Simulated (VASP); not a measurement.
# AlN (P6_3mc) in VASP: a series of runs, part 2 of 3

VASP 6.6.1. The steps go on from the part before.

## Step 3: Single point, r2SCAN

This run uses another cell than the first one, of the same volume but with other edges.

Contents of POSCAR:

```
AlN
1.0
    3.1492276870      0.0000000000      0.0000000000
   -1.5746138435      2.7273111793      0.0000000000
    0.0000000000      0.0000000000      4.8447462119
Al N
2 2
Direct
    0.3333333333      0.6666666667      0.0016929024
    0.6666666667      0.3333333333      0.5016929024
    0.3333333333      0.6666666667      0.3833070976
    0.6666666667      0.3333333333      0.8833070976
```

Contents of INCAR.step1:

```
SYSTEM = AlN
  PREC = Accurate
  ENCUT = 520
  ISMEAR = 0
  SIGMA = 0.05
  LREAL = .False.
  LASPH = .True.
  NELM = 100
  NBANDS = 16
  GGA = PE
  ALGO = Normal
  EDIFF = 1E-4
  LWAVE = .True.
  LCHARG = .False.
```

Contents of INCAR.step2:

```
SYSTEM = AlN
  PREC = Accurate
  ENCUT = 520
  EDIFF = 1E-6
  ISMEAR = 0
  SIGMA = 0.05
  LREAL = .False.
  LASPH = .True.
  NELM = 100
  ALGO = Normal
  ISIF = 2
  LWAVE = .False.
  LCHARG = .False.
  METAGGA = R2SCAN
  LMIXTAU = .True.
  NBANDS = 16
  ISTART = 1
```

Contents of KPOINTS:

```
regular mesh
0
Gamma
  12 12 6
  0 0 0
```

Potentials or basis: VASP PAW PBE potentials, release 64 (Al, N).

Started as:

```sh
$ cat potpaw_PBE.64/Al/POTCAR potpaw_PBE.64/N/POTCAR > POTCAR
$ cp INCAR.step1 INCAR
$ mpirun -np 1 vasp_std > vasp.out
$ cp INCAR.step2 INCAR
$ mpirun -np 1 vasp_std > vasp.out
```

OUTCAR:

```text
SYSTEM = AlN
   PREC = Accurate
   ENCUT = 520
   EDIFF = 1E-6
   ISMEAR = 0
   LREAL = .False.
   LASPH = .True.
   NELM = 100
   ISIF = 2
   METAGGA = R2SCAN
   ISTART = 1

 ion  position               nearest neighbor table
   1  0.333  0.667  0.002-   3 1.85   4 1.91   4 1.91   4 1.91   2 3.03   2 3.03   2 3.03   2 3.03
                             2 3.03   2 3.03
   2  0.667  0.333  0.502-   4 1.85   3 1.91   3 1.91   3 1.91   1 3.03   1 3.03   1 3.03   1 3.03
                             1 3.03   1 3.03
   3  0.333  0.667  0.383-   1 1.85   2 1.91   2 1.91   2 1.91
   4  0.667  0.333  0.883-   2 1.85   1 1.91   1 1.91   1 1.91

  LATTYP: Found a hexagonal cell.
 ALAT       =     3.1492276870
 C/A-ratio  =     1.5383918514

  Lattice vectors:

 A1 = (   3.1492276870,   0.0000000000,   0.0000000000)
 A2 = (  -1.5746138435,   2.7273111793,   0.0000000000)
 A3 = (   0.0000000000,   0.0000000000,   4.8447462119)

Analysis of symmetry for initial positions (statically):
=====================================================================
 Subroutine PRICEL returns:
 Original cell was already a primitive cell.

 Routine SETGRP: Setting up the symmetry group for a
 hexagonal supercell.
[... 171 lines left out ...]

  energy without entropy =      -38.39425527  energy(sigma->0) =      -38.39425527

 E-fermi :   6.2457     XC(G=0): -11.4162

 val. band max:        6.0439753737   @ k =   0.0000   0.0000   0.0000
 cond. band min:      10.8449559019   @ k =   0.0000   0.0000   0.0000
 fundamental gap:      4.8009805282
 Fermi energy:         6.2456806000

 k-point     1 :       0.0000    0.0000    0.0000
  band No.  band energies     occupation
      1     -10.0680      2.00000
      2      -7.7690      2.00000
      3      -0.0348      2.00000
      4       4.8714      2.00000
      5       4.8714      2.00000
      6       5.6555      2.00000
[... 433 lines left out ...]
      3       0.9165      2.00000
      4       1.9854      2.00000
      5       2.6269      2.00000
      6       3.9522      2.00000
[... 8 lines left out ...]
     15      19.5975      0.00000
     16      21.0577      0.00000

 [... further k-points ...]
[... 5 lines left out ...]
  --------------------------------------------------------------------------------------
  -------------------------------------------------------------------------------------
  Total       -1.6120635     -1.6120635      2.9725403      0.0000000     -0.0000000     -0.0000000
  in kB      -62.0701709    -62.0701709    114.4533618      0.0000000     -0.0000000     -0.0000000
  external PRESSURE =      -3.2289933 kB  Pullay stress =       0.0000000 kB

 VOLUME and BASIS-vectors are now :
 -----------------------------------------------------------------------------
  energy-cutoff  :      520.00
  volume of cell :       41.61
      direct lattice vectors                 reciprocal lattice vectors
     3.149227687  0.000000000  0.000000000     0.317538171  0.183330749  0.000000000
    -1.574613844  2.727311179  0.000000000     0.000000000  0.366661497  0.000000000
     0.000000000  0.000000000  4.844746212     0.000000000  0.000000000  0.206409161

 POSITION                                       TOTAL-FORCE (eV/Angst)
 -----------------------------------------------------------------------------------
     -0.00000      1.81821      0.00820        -0.000000      0.000000     -0.575228
      1.57461      0.90910      2.43057         0.000000     -0.000000     -0.575228
     -0.00000      1.81821      1.85703         0.000000      0.000000      0.575228
      1.57461      0.90910      4.27940         0.000000      0.000000      0.575228
 -----------------------------------------------------------------------------------
    total drift:                               -0.000000      0.000000     -0.021198

  FREE ENERGIE OF THE ION-ELECTRON SYSTEM (eV)
  ---------------------------------------------------
  free  energy   TOTEN  =       -38.3942552733 eV

  energy  without entropy=      -38.3942552733  energy(sigma->0) =      -38.39425527
```

It took 1.8 min on 1 thread of AMD EPYC 9R45 (Zen 5), shared host; peak memory 0.15 GiB.

Results:

| Property | Result |
| --- | --- |
| Free energy | -38.3943 eV |
| Pressure | -0.3 GPa |
| Largest force | 0.575 eV/Å |
| Band gap on the k mesh | 4.80 eV, direct |

Forces on the atoms (eV/Å):
```
Al   0.000  0.000 -0.575
Al   0.000  0.000 -0.575
N    0.000  0.000  0.575
N    0.000  0.000  0.575
```

Stress tensor (GPa, compression positive):
```
-6.21  0.00  0.00
 0.00 -6.21  0.00
 0.00  0.00 11.45
```

Levels at points of the mesh, in eV from the valence-band top:
| k point | band 5 | band 6 | band 7 | band 8 | band 9 | band 10 | band 11 | band 12 |
| --- | --- | --- | --- | --- | --- | --- | --- | --- |
| (0.00, 0.00, 0.00) | -1.17 | -0.39 | -0.39 | 0.00 | 4.80 | 7.03 | 11.53 | 11.53 |
| (0.50, 0.00, 0.00) | -3.52 | -2.43 | -1.89 | -0.79 | 6.22 | 6.60 | 8.91 | 11.21 |
| (0.00, 0.00, 0.50) | -0.79 | -0.79 | -0.79 | -0.79 | 6.96 | 6.96 | 11.38 | 11.38 |
| (0.50, 0.00, 0.50) | -1.70 | -1.70 | -1.40 | -1.40 | 5.99 | 5.99 | 10.13 | 10.13 |

Caveat: the PAW data sets were made with another functional, which shifts forces and pressure a little.

## Step 4: Single point, r2SCAN

This run uses another cell than the first one, of the same volume but with other edges.

Contents of POSCAR:

```
AlN
1.0
    3.0565490694      0.0000000000      0.0000000000
   -1.5282745347      2.6470491421      0.0000000000
    0.0000000000      0.0000000000      5.1429986364
Al N
2 2
Direct
    0.3333333333      0.6666666667      0.0016929024
    0.6666666667      0.3333333333      0.5016929024
    0.3333333333      0.6666666667      0.3833070976
    0.6666666667      0.3333333333      0.8833070976
```

Contents of INCAR.step1:

```
PREC = Accurate
ENCUT = 520
ISMEAR = 0
SIGMA = 0.05
LREAL = False
LASPH = True
NELM = 100
NBANDS = 16
GGA = PE
ALGO = Normal
EDIFF = 1E-4
LWAVE = True
LCHARG = False
```

Contents of INCAR.step2:

```
PREC = Accurate
ENCUT = 520
EDIFF = 1E-6
ISMEAR = 0
SIGMA = 0.05
LREAL = False
LASPH = True
NELM = 100
ALGO = Normal
ISIF = 2
LWAVE = False
LCHARG = True
METAGGA = R2SCAN
LMIXTAU = True
LELF = True
LVHAR = True
NBANDS = 16
ISTART = 1
```

Contents of KPOINTS:

```
regular mesh
0
Gamma
  12 12 6
```

Started as:

```sh
$ cat potpaw_PBE.64/Al/POTCAR potpaw_PBE.64/N/POTCAR > POTCAR
$ cp INCAR.step1 INCAR
$ mpirun -np 1 vasp_std > vasp.out
$ cp INCAR.step2 INCAR
$ mpirun -np 1 vasp_std > vasp.out
```

Wall time 2 min (1 thread of AMD EPYC 9R45 (Zen 5), shared host); peak memory 0.16 GiB.

Results (log left out):

```
Free energy            : -38.3702 eV
Pressure               : 0.7 GPa
Largest force          : 0.460 eV/Å
Band gap on the k mesh : 4.98 eV, direct
```

Forces in eV/Å, atoms in the order of the input:
```
Al   0.000  0.000  0.460
Al   0.000  0.000  0.460
N    0.000  0.000 -0.460
N    0.000  0.000 -0.460
```

Stress tensor (GPa, compression positive):
```
  7.45   0.00   0.00
  0.00   7.45   0.00
  0.00   0.00 -12.74
```

Levels at points of the mesh, in eV from the valence-band top:
| k point | band 6 | band 7 | band 8 | band 9 | band 10 | band 11 |
| --- | --- | --- | --- | --- | --- | --- |
| (0.00, 0.00, 0.00) | -0.03 | 0.00 | 0.00 | 4.98 | 8.20 | 11.53 |
| (0.50, 0.00, 0.00) | -1.78 | -1.61 | -0.58 | 6.30 | 6.98 | 9.19 |
| (0.00, 0.00, 0.50) | -0.27 | -0.27 | -0.27 | 7.60 | 7.60 | 11.26 |
| (0.50, 0.00, 0.50) | -1.36 | -1.24 | -1.24 | 5.99 | 5.99 | 10.25 |

Caveat: the PAW data sets were made with another functional, which shifts forces and pressure a little.

[end of part 2 of 3]
